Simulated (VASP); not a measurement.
Set up this calculation in VASP 6.6.1, as the native input.

```
Task                   : relaxation of cell and atoms
Functional             : PBEsol
Potentials or basis    : VASP PAW PBE potentials, release 64 (Pb_d)
Cutoff                 : 600 eV
k mesh                 : 9 × 9 × 3
Occupations            : fermi-dirac, width 0.05 eV
Spin                   : no spin polarisation
Target pressure        : 30 GPa
Dipole correction      : no
Further INCAR settings : ALGO = Fast; EDIFF = 1e-06; IBRION = 2; EDIFFG = -0.01; NSW = 60; ISIF = 3
```

The structure of Pb lies in POSCAR:

```
Pb
1.0
    3.5243661423      0.0000000000      0.0000000000
   -1.7621830712      3.0521906115      0.0000000000
    0.0000000000      0.0000000000     11.4952418100
Pb
4
Direct
    0.6666666667      0.3333333333      0.7500000000
    0.0000000000      0.0000000000      0.5000000000
    0.3333333333      0.6666666667      0.2500000000
    0.0000000000      0.0000000000      0.0000000000
```

One way to write it, as run:

INCAR

```
SYSTEM = Pb
ALGO = Fast ; EDIFF = 1E-6
EDIFFG = -0.01 ; ENCUT = 600
GGA = PS ; IBRION = 2
ISIF = 3 ; ISMEAR = -1
LASPH = .TRUE. ; LCHARG = .FALSE.
LREAL = .FALSE. ; LWAVE = .FALSE.
NELM = 80 ; NSW = 60
PREC = Accurate ; PSTRESS = 300.0
SIGMA = 0.05
```

KPOINTS

```
k-points
0
G
  9 9 3
  0 0 0
```

Potentials or basis: VASP PAW PBE potentials, release 64 (Pb_d).

Launch:

```sh
$ cat potpaw_PBE.64/Pb_d/POTCAR > POTCAR
$ mpirun -np 1 vasp_std > vasp.out
```

Results of the run:

- Relaxed volume: 22.16 Å³/atom
- Relaxed cell: a = 3.150 Å, b = 3.150 Å, c = 10.314 Å, α = 90.00°, β = 90.00°, γ = 120.00°
- Space group after relaxing (to 0.05 Å): P6_3/mmc (No. 194)
- Energy change on relaxing (the enthalpy is what falls): +535.2 meV/atom
- Ionic steps: 12
- Pressure after relaxing: 30.0 GPa
- Band gap on the k mesh: zero (band 28 reaches 18.88 eV, above the bottom of band 29 at 8.20 eV)

Caveat: the cell is relaxed towards a set pressure, so the enthalpy falls and the energy may rise; the volume moved by over 15 % at a fixed basis, so the end points are rough; the PAW data sets were made with another functional, which shifts forces and pressure a little; spin-orbit coupling is left out, which moves the levels of the heavy elements.

It took 27 min on 1 thread of Intel(R) Xeon(R) Platinum 8488C (Sapphire Rapids), on a shared host, peak memory 0.33 GiB.
